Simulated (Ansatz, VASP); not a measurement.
Two plane-wave programs on Sb2P3H

```
Sb H P
1.0
     3.13772    0.00000    0.00000
     0.00000    3.13772    0.00000
     0.00000    0.00000   15.13562
Sb H P
2 1 3
Cartesian
  1.5689 1.5689 5.5894
  1.5689 1.5689 9.5462
  1.5689 1.5689 7.5678
  0.0000 1.5689 1.5029
  1.5689 0.0000 13.6327
  0.0000 0.0000 0.0000
```

Alike in both runs: functional PBE; k mesh 12 × 12 × 4; occupations gaussian, width 0.1 eV; no spin polarisation.

Ansatz relaxed the structure, and its values are those at the end. VASP's run is a single point on that final structure, the one shown.

```csv
,VASP,Ansatz
version,VASP 6.6.1,Ansatz 0.2.0
potentials or method,"VASP PAW PBE potentials, release 64 (Sb, H, P), cutoff 520 eV","scalar-relativistic, plane waves, PAW"
valence electrons in the cell,26,46
```

Ansatz gave:

- gap on the k mesh at the Fermi level (eV): none
- pressure (GPa): 0.0
- rms of the force components (eV/Å): 0.000

**Question.** What did VASP give for the same quantities?

**Answer.** gap on the k mesh at the Fermi level (eV): none; pressure (GPa): -0.1; rms of the force components (eV/Å): 0.023.

A gap of «none» marks a metal or a gap that the smearing closes. VASP's potentials hold 26 valence electrons a cell and Ansatz's 46, so a difference there can come from the potentials and not from the codes.

Neither program's run includes spin-orbit coupling.
